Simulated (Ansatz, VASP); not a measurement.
## SiC: VASP beside Ansatz

```
CELL_PARAMETERS angstrom
0.00000 2.25261 2.25261
2.25261 0.00000 2.25261
2.25261 2.25261 0.00000
ATOMIC_POSITIONS crystal
C 0.75000 0.75000 0.75000
Si 0.50000 0.50000 0.50000
```

Alike in both runs: task relaxation of cell and atoms; functional PBEsol; k mesh 8 × 8 × 8; occupations gaussian, width 0.1 eV; no spin polarisation.

```csv
,VASP,Ansatz
version,VASP 6.6.1,Ansatz 0.2.0
potentials or method,"VASP PAW PBE potentials, release 64 (C, Si), cutoff 600 eV","scalar-relativistic, plane waves, PAW"
valence electrons in the cell,8,8
```

```tsv
	VASP	Ansatz	Ansatz less VASP
gap on the k mesh at the Fermi level, each at its own relaxed structure (eV)	1.23	1.24	+0.008
relaxed volume (Å³/atom)	10.36	10.35	-0.010
relaxed cell length with the largest relative difference (Å)	3.083	3.082	-0.0010
```

VASP's potentials were made for PBE, not for PBEsol.
